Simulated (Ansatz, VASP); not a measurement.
**One calculation of TaN, two programs**

The input INCAR:

```
  PREC = Accurate
  ENCUT = 520
  EDIFF = 1E-6
  ISMEAR = 0
  SIGMA = 0.15
  LREAL = False
  LASPH = True
  NELM = 100
  ALGO = Normal
  ISIF = 2
  LWAVE = False
  LCHARG = True
  GGA = PE
  LELF = True
  LVHAR = True
  NBANDS = 24
```

Contents of KPOINTS:

```
Automatic mesh
0
Gamma
  14 14 10
```

POSCAR

```
TaN
1.0
    0.0000000000     -2.2081122572     -2.2081122572
    0.0000000000      2.2081122572     -2.2081122572
    4.4162245144      0.0000000000      0.0000000000
Ta N
2 2
Direct
    0.5242747680      0.4757252320     -0.0273545735
   -0.0242747680      0.0242747680      0.5273545735
    0.4729406873      0.5270593127      0.4381824907
    0.0270593127     -0.0270593127      0.0618175093
```

Input for Ansatz:

```yaml
crystal:
  lattice:
    - [0.0, -2.2081122572, -2.2081122572]
    - [0.0, 2.2081122572, -2.2081122572]
    - [4.4162245144, 0.0, 0.0]
  atoms:
    - { symbol: Ta, position: [0.524274768, 0.475725232, -0.0273545735] }
    - { symbol: Ta, position: [-0.024274768, 0.024274768, 0.5273545735] }
    - { symbol: "N", position: [0.4729406873, 0.5270593127, 0.4381824907] }
    - { symbol: "N", position: [0.0270593127, -0.0270593127, 0.0618175093] }
basis:
  ecutwfc: 520.0
kpoints:
  mp_grid: { grid: [14, 14, 10] }
hamiltonian:
  xc: pbe
  pseudopotentials: { kind: paw, azcp: { folder: soft_1 } }
scf:
  occupations: { method: gaussian, width: 0.15 }
output:
  forces: true
  stress: true
  eigenvalues: true
  write_density: true
  write_potential: true
  elf: true
  volumetric_format: npy
```

Change from the starting cell: mode 1 frozen in at -0.273 Å and mode 2 at -0.119 Å (largest displacements).

Alike in both runs: task single point; functional PBE; k mesh 14 × 14 × 10; occupations gaussian, width 0.15 eV; no spin polarisation.

|  | VASP | Ansatz |
| --- | --- | --- |
| version | VASP 6.6.1 | Ansatz 0.2.0 |
| potentials or method | VASP PAW PBE potentials, release 64 (Ta_pv, N), cutoff 520 eV | scalar-relativistic, plane waves, PAW |
| valence electrons in the cell | 32 | 36 |

|  | VASP | Ansatz | Ansatz less VASP |
| --- | --- | --- | --- |
| gap on the k mesh at the Fermi level (eV) | none | none | - |
| pressure (GPa) | 4.0 | 3.0 | -0.94 |
| traceless stress, the component that is largest in VASP (GPa) | 20.85 | 20.56 | -0.290 |
| rms of the force components (eV/Å) | 0.895 | 0.884 | -0.0104 |

Atom by atom the forces differ by 0.023 eV/Å (rms over components). A gap of «none» marks a metal or a gap that the smearing closes. With one functional, cell and mesh, what is left measures potentials, basis and numerics. VASP's potentials hold 32 valence electrons a cell and Ansatz's 36, so a difference there can come from the potentials and not from the codes.

Neither program's run includes spin-orbit coupling.
